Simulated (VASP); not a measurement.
# Cd16Te3Se13 (P1) in VASP: single point with PBEsol

Aim: the single point of Cd16Te3Se13 with PBEsol.

Everything below comes from runs of VASP 6.6.1. Logs are shortened: lines on timing, memory, paths and dates and some standing lists are left out, and cuts for length are marked.

### 1 The cell of the first run

The typed cell holds 64 atoms: a = 12.314 Å, b = 12.314 Å, c = 12.314 Å, α = 90.00°, β = 90.00°, γ = 90.00°.

### 2 Single point, PBEsol

Input file INCAR:

```
PREC = Accurate
ENCUT = 500
EDIFF = 1E-6
ISMEAR = -1
SIGMA = 0.05
LREAL = Auto
LASPH = True
NELM = 120
ALGO = Normal
ISIF = 2
LWAVE = False
LCHARG = True
GGA = PS
LELF = True
LVHAR = True
ISYM = -1
NBANDS = 326
GGA_COMPAT = False
```

Input file KPOINTS:

```
explicit points
1
Reciprocal
  0.25000000   0.25000000   0.25000000 1
```

Input file POSCAR:

```
Cd16Te3Se13
1.0
   12.3144873985      0.0000000000      0.0000000000
    0.0000000000     12.3144873985      0.0000000000
    0.0000000000      0.0000000000     12.3144873985
Cd Se Te
32 26 6
Direct
    0.0062730000      0.9950740000      0.0069630000
    0.9942860000      0.0079330000      0.5059920000
    0.9993690000      0.4970670000      0.9992350000
    0.0008160000      0.4991280000      0.4994220000
    0.5008010000      0.0143100000      0.9993650000
    0.5049070000      0.0066020000      0.4936200000
    0.4934750000      0.4935600000      0.9957910000
    0.5011890000      0.4968680000      0.5009870000
    0.2479990000      0.2524890000      0.9998140000
    0.2503310000      0.2526630000      0.4999830000
    0.2447820000      0.7429650000      0.9945900000
    0.2483950000      0.7370550000      0.5003020000
    0.7449750000      0.2577010000      0.0052360000
    0.7518120000      0.2524060000      0.4996220000
    0.7634750000      0.7490610000      0.9993570000
    0.7509500000      0.7485760000      0.4998210000
    0.2489650000      0.0146840000      0.2526000000
    0.2435950000      0.0063800000      0.7558640000
    0.2490950000      0.4983850000      0.2490190000
    0.2488490000      0.4970830000      0.7475820000
    0.7513650000      0.0010490000      0.2493190000
    0.7504420000      0.0026000000      0.7353940000
    0.7563770000      0.4918980000      0.2580490000
    0.7510150000      0.4987770000      0.7502080000
    0.9998680000      0.2505060000      0.2518730000
    0.0052980000      0.2591980000      0.7449920000
    0.9951690000      0.7411870000      0.2452110000
    0.0001470000      0.7502270000      0.7483360000
    0.5002610000      0.2543170000      0.2502370000
    0.4998010000      0.2511420000      0.7482590000
    0.5001880000      0.7501960000      0.2630210000
    0.5004800000      0.7355140000      0.7503830000
    0.1237650000      0.1301390000      0.1244590000
    0.1251400000      0.1295110000      0.6243720000
    0.1232510000      0.6198310000      0.1229220000
    0.1219670000      0.6203950000      0.6269320000
    0.6256730000      0.1294870000      0.1291780000
    0.6240450000      0.1305200000      0.6204490000
    0.6277490000      0.6201620000      0.6222200000
    0.3723620000      0.3731090000      0.1251450000
    0.3747990000      0.3747000000      0.6244690000
    0.8772460000      0.3742620000      0.1266420000
    0.8747420000      0.3771180000      0.6228080000
    0.8769730000      0.8749850000      0.1276650000
    0.8755110000      0.8724660000      0.6222790000
    0.3768880000      0.1321820000      0.3755810000
    0.3724210000      0.1314630000      0.8737900000
    0.3747860000      0.6175560000      0.3762230000
    0.3706090000      0.6184430000      0.8730830000
    0.8730260000      0.1271920000      0.3745480000
    0.8751700000      0.6223070000      0.3772930000
    0.8790760000      0.6216240000      0.8717840000
    0.1247220000      0.3748800000      0.3747430000
    0.1262520000      0.3770530000      0.8749060000
    0.1229570000      0.8729250000      0.8744540000
    0.6247940000      0.3730570000      0.3771350000
    0.6232460000      0.3751430000      0.8724510000
    0.6294980000      0.8769490000      0.3767580000
    0.6266790000      0.6209650000      0.1265180000
    0.3729510000      0.8766530000      0.1248290000
    0.3748240000      0.8753650000      0.6249720000
    0.8767070000      0.1270520000      0.8751600000
    0.1211300000      0.8748700000      0.3752290000
    0.6265860000      0.8753610000      0.8728960000
```

Potentials or basis: VASP PAW PBE potentials, release 64 (Cd, Se, Te).

Started as:

```
> cat potpaw_PBE.64/Cd/POTCAR potpaw_PBE.64/Se/POTCAR potpaw_PBE.64/Te/POTCAR > POTCAR
> mpirun -np 1 vasp_std > vasp.out
```

OUTCAR:

```text
PREC = Accurate
   ENCUT = 500
   EDIFF = 1E-6
   ISMEAR = -1
   LREAL = Auto
   LASPH = True
   NELM = 120
   ISIF = 2
   GGA = PS
   ISYM = -1

 ion  position               nearest neighbor table
   1  0.006  0.995  0.007-  44 2.63  33 2.64  55 2.64  62 2.80
   2  0.994  0.008  0.506-  34 2.64  45 2.64  50 2.65  63 2.78
   3  0.999  0.497  0.999-  35 2.63  54 2.64  42 2.65  52 2.65
   4  0.001  0.499  0.499-  36 2.63  51 2.64  43 2.64  53 2.65
   5  0.501  0.014  0.999-  37 2.63  47 2.64  60 2.78  64 2.78
   6  0.505  0.007  0.494-  38 2.63  58 2.64  46 2.64  61 2.79
[... 56 lines left out ...]
  63  0.121  0.875  0.375-  27 2.77  12 2.78   2 2.78  17 2.78
  64  0.627  0.875  0.873-  22 2.77  32 2.77  15 2.77   5 2.78

IMPORTANT INFORMATION: All symmetrisations will be switched off!
NOSYMM: (Re-)initialisation of all symmetry stuff for point group C_1.

----------------------------------------------------------------------------------------

                                     Primitive cell

  volume of cell :    1867.4501

  direct lattice vectors                    reciprocal lattice vectors
    12.314487399  0.000000000  0.000000000     0.081205167  0.000000000  0.000000000
     0.000000000 12.314487399  0.000000000     0.000000000  0.081205167  0.000000000
     0.000000000  0.000000000 12.314487399     0.000000000  0.000000000  0.081205167

  length of vectors
    12.314487399 12.314487399 12.314487399     0.081205167  0.081205167  0.081205167

  position of ions in fractional coordinates (direct lattice)
     0.006273000  0.995074000  0.006963000
     0.994286000  0.007933000  0.505992000
     0.999369000  0.497067000  0.999235000
     0.000816000  0.499128000  0.499422000
     0.500801000  0.014310000  0.999365000
     0.504907000  0.006602000  0.493620000
[... 56 lines left out ...]
     0.121130000  0.874870000  0.375229000
     0.626586000  0.875361000  0.872896000

  ion indices of the primitive-cell ions
   primitive index   ion index
                 1           1
                 2           2
                 3           3
                 4           4
                 5           5
                 6           6
[... 56 lines left out ...]
                63          63
                64          64

----------------------------------------------------------------------------------------

 KPOINTS: explicit points

Read explicit list of k-points.

 Found      1 k-points:

 Following reciprocal coordinates:
            Coordinates               Weight
  0.250000  0.250000  0.250000      1.000000
   k-points           NKPTS =      1   k-points in BZ     NKDIM =      1   number of bands    NBANDS=    326
   number of dos      NEDOS =    301   number of ions     NIONS =     64
   total plane-waves  NPLWV = 729000
   dimension x,y,z NGX =    90 NGY =   90 NGZ =   90
   dimension x,y,z NGXF=   180 NGYF=  180 NGZF=  180
   ions per type =              32  26   6
   NGX,Y,Z   is equivalent  to a cutoff of  12.15, 12.15, 12.15 a.u.
   NGXF,Y,Z  is equivalent  to a cutoff of  24.30, 24.30, 24.30 a.u.
 SYSTEM =  unknown system
   PREC   = accura    normal or accurate (medium, high low for compatibility)
   ISTART =      0    job   : 0-new  1-cont  2-samecut
   ICHARG =      2    charge: 1-file 2-atom 10-const
   ISPIN  =      1    spin polarized calculation?
   LNONCOLLINEAR =      F non collinear calculations
   LSORBIT =      F    spin-orbit coupling
   LASPH  =      T    aspherical Exc in radial PAW
   ENCUT  =  500.0 eV  36.75 Ry    6.06 a.u.  22.45 22.45 22.45*2*pi/ulx,y,z
   NELM   =    120;   NELMIN=  2; NELMDL= -5     # of ELM steps
   EDIFF  = 0.1E-05   stopping-criterion for ELM
   LREAL  =      T    real-space projection
   EDIFFG = 0.1E-04   stopping-criterion for IOM
   NSW    =      0    number of steps for IOM
   IBRION =     -1    ionic relax: 0-MD 1-quasi-New 2-CG
   NFREE  =      0    steps in history (QN), initial steepest desc. (CG)
   ISIF   =      2    stress and relaxation
   ISYM   =     -1    0-nonsym 1-usesym 2-fastsym
   POTIM  = 0.5000    time-step for ionic-motion
   TEBEG  =    0.0;   TEEND  =   0.0 temperature during run
   PSTRESS=    0.0 pullay stress
   NELECT =     576.0000    total number of electrons
   NUPDOWN=      -1.0000    fix difference up-down
   EMIN   =  10.00;   EMAX   =-10.00  energy-range for DOS
   EFERMI =   0.00;   METHOD = LEGACY
   ISMEAR =    -1;   SIGMA  =   0.05  broadening in eV -4-tet -1-fermi 0-gaus
   EFERMI_NEDOS =   21; number of points for ismear=-14 and -15
   IALGO  =     38    algorithm
   IMIX   =      4    mixing-type and parameters
     AMIX     =   0.40;   BMIX     =  1.00
     AMIX_MAG =   1.60;   BMIX_MAG =  1.00
  volume/ion in A,a.u.               =      29.18       196.91
  Fermi-wavevector in a.u.,A,eV,Ry     =   1.106113  2.090250 16.646524  1.223485
  Thomas-Fermi vector in A             =   2.242609
   LORBIT       =      0    0 simple, 1 ext, 2 COOP (PROOUT), +10 PAW based schemes
   GGA     = PS    functional components
   LHFCALC =     F    Hartree Fock is set to
   AEXX    =    0.0000 exact exchange contribution
   IVDW    =     0    specifies the selected vdW correction
   LEPSILON=     F    determine dielectric tensor
   LRPA    =     F    only Hartree local field effects (RPA)
 non-spin polarized calculation
  energy-cutoff  :      500.00
  volume of cell :     1867.45
 maximum number of plane-waves:     47390
 NGX is ok and might be reduce to    90
   NGX = 45   NGY = 45   NGZ = 45

 number of electron     575.9999920 magnetization

 Free energy of the ion-electron system (eV)
  ---------------------------------------------------
  ext. energy  EPLUGINS =         0.00000000
  ---------------------------------------------------
  free energy    TOTEN  =      -193.18198829 eV

  energy without entropy =     -193.18198721  energy(sigma->0) =     -193.18198775

 E-fermi :   1.8593     XC(G=0):  -9.0431

 val. band max:        1.0966302536   @ k =   0.2500   0.2500   0.2500
 cond. band min:       2.6055064211   @ k =   0.2500   0.2500   0.2500
 fundamental gap:      1.5088761676
 Fermi energy:         1.8593244719

 k-point     1 :       0.2500    0.2500    0.2500
  band No.  band energies     occupation
      1     -11.4579      2.00000
      2     -11.3618      2.00000
      3     -11.3491      2.00000
      4     -11.3293      2.00000
      5     -11.2798      2.00000
      6     -11.2640      2.00000
[... 292 lines left out ...]
    299       4.0509      0.00000
    300       4.3018      0.00000
 [bands above 300 left out]

------------------------ aborting loop because EDIFF is reached ----------------------------------------

  FORCE on cell =-STRESS in cart. coord.  units (eV):
  Direction    XX          YY          ZZ          XY          YZ          ZX
  --------------------------------------------------------------------------------------
  -------------------------------------------------------------------------------------
  Total        3.4767056      3.2735013      3.4973692     -1.9898320     -1.9536756     -1.9651292
  in kB        2.9828368      2.8084978      3.0005650     -1.7071748     -1.6761544     -1.6859810
  external PRESSURE =       2.9306332 kB  Pullay stress =       0.0000000 kB

 VOLUME and BASIS-vectors are now :
 -----------------------------------------------------------------------------
  energy-cutoff  :      500.00
  volume of cell :     1867.45
      direct lattice vectors                 reciprocal lattice vectors
    12.314487399  0.000000000  0.000000000     0.081205167  0.000000000  0.000000000
     0.000000000 12.314487399  0.000000000     0.000000000  0.081205167  0.000000000
     0.000000000  0.000000000 12.314487399     0.000000000  0.000000000  0.081205167

 POSITION                                       TOTAL-FORCE (eV/Angst)
 -----------------------------------------------------------------------------------
      0.07725     12.25383      0.08575        -0.000161      0.007689     -0.013093
     12.24412      0.09769      6.23103        -0.001417     -0.012822     -0.003254
     12.30672      6.12113     12.30507        -0.005887     -0.003503     -0.004882
      0.01005      6.14651      6.15013         0.002576     -0.002042     -0.001099
      6.16711      0.17622     12.30667         0.006225     -0.012723     -0.005216
      6.21767      0.08130      6.07868        -0.012259     -0.005759      0.008085
[... 56 lines left out ...]
      1.49165     10.77358      4.62075        -0.003251      0.014518      0.005305
      7.71609     10.77962     10.74927         0.000014      0.005488      0.007164
 -----------------------------------------------------------------------------------
    total drift:                               -0.013980      0.004319      0.003599

  FREE ENERGIE OF THE ION-ELECTRON SYSTEM (eV)
  ---------------------------------------------------
  free  energy   TOTEN  =      -193.1819882851 eV

  energy  without entropy=     -193.1819872135  energy(sigma->0) =     -193.18198775
```

Wall time 21 min (1 thread of Intel Xeon Platinum 8259CL at 2.50GHz (Skylake/Cascade Lake), shared host); peak memory 1.5 GiB.

Results:

* Free energy: -193.1820 eV
* Pressure: 0.3 GPa
* Largest force: 0.022 eV/Å
* Band gap on the k mesh: 1.51 eV

Forces on the atoms (eV/Å):
```
Cd   0.000  0.008 -0.013
Cd  -0.001 -0.013 -0.003
Cd  -0.006 -0.004 -0.005
Cd   0.003 -0.002 -0.001
Cd   0.006 -0.013 -0.005
Cd  -0.012 -0.006  0.008
Cd   0.005  0.007  0.007
Cd   0.007 -0.003  0.004
Cd   0.005  0.004 -0.006
Cd   0.004 -0.001  0.001
Cd   0.006  0.013  0.012
Cd   0.000  0.010  0.007
Cd   0.002 -0.009 -0.002
Cd  -0.002  0.002  0.011
Cd  -0.018 -0.003 -0.009
Cd  -0.002  0.003  0.004
Cd   0.006 -0.015  0.005
Cd   0.009 -0.017 -0.002
Cd   0.001  0.004 -0.005
Cd   0.006  0.002 -0.003
Cd  -0.006 -0.008 -0.005
Cd  -0.007  0.010  0.016
Cd  -0.011 -0.001 -0.005
Cd   0.001  0.007  0.008
Cd   0.002 -0.007  0.000
Cd  -0.008  0.001  0.012
Cd   0.007  0.002  0.005
Cd  -0.006  0.011  0.000
Cd   0.002  0.006  0.004
Cd   0.004 -0.008 -0.002
Cd  -0.002  0.008 -0.016
Cd   0.002  0.008 -0.003
Se  -0.015  0.002  0.006
Se   0.005  0.001 -0.004
Se   0.007 -0.001  0.005
Se   0.003 -0.002 -0.007
Se   0.006 -0.001 -0.004
Se   0.002 -0.003  0.003
Se  -0.003 -0.001  0.003
Se  -0.003  0.001  0.001
Se  -0.004  0.007 -0.003
Se   0.000  0.006 -0.007
Se  -0.001 -0.005 -0.004
Se  -0.001  0.010  0.013
Se   0.017 -0.011 -0.009
Se  -0.004 -0.003  0.001
Se  -0.002  0.007 -0.004
Se  -0.005 -0.005 -0.002
Se   0.000 -0.005  0.003
Se   0.010  0.004 -0.003
Se  -0.001  0.008  0.001
Se  -0.003 -0.007 -0.001
Se  -0.002  0.002  0.005
Se  -0.005 -0.008  0.001
Se  -0.002  0.002 -0.004
Se  -0.004  0.003 -0.008
Se  -0.001  0.000 -0.003
Se   0.008  0.001 -0.004
Te  -0.003 -0.001 -0.007
Te   0.004 -0.014 -0.001
Te   0.001  0.008 -0.001
Te  -0.001 -0.008  0.004
Te  -0.003  0.015  0.005
Te   0.000  0.005  0.007
```

Caveat: the PAW data sets were made with another functional, which shifts forces and pressure a little; spin-orbit coupling is left out, which moves the levels of the heavy elements; a shifted mesh leaves out Γ, where band edges can lie. A k mesh can miss the band edges.
